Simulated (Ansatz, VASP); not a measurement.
MgO in VASP and in Ansatz

```
CELL_PARAMETERS angstrom
2.88483 0.00000 0.00000
-1.44242 2.49834 0.00000
0.00000 0.00000 2.63117
ATOMIC_POSITIONS crystal
Mg 0.00000 0.00000 0.00000
O 0.33333 0.66667 0.50000
```

Alike in both runs: task single point; functional r2SCAN; k mesh 12 × 12 × 8; no spin polarisation.

|  | VASP | Ansatz |
| --- | --- | --- |
| version | VASP 6.6.1 | Ansatz 0.2.0 |
| potentials or method | VASP PAW PBE potentials, release 64 (Mg, O), cutoff 520 eV | plane waves, PAW |
| occupations | gaussian, width 0.01 eV | fixed |
| valence electrons in the cell | 8 | 16 |

|  | VASP | Ansatz | Ansatz less VASP |
| --- | --- | --- | --- |
| pressure (GPa) | 1.9 | 3.0 | +1.07 |
| traceless stress, the component that is largest in VASP (GPa) | 0.66 | 0.82 | +0.162 |

VASP's potentials were made for PBE, not for r2SCAN. VASP's potentials hold 8 valence electrons a cell and Ansatz's 16, so a difference there can come from the potentials and not from the codes.
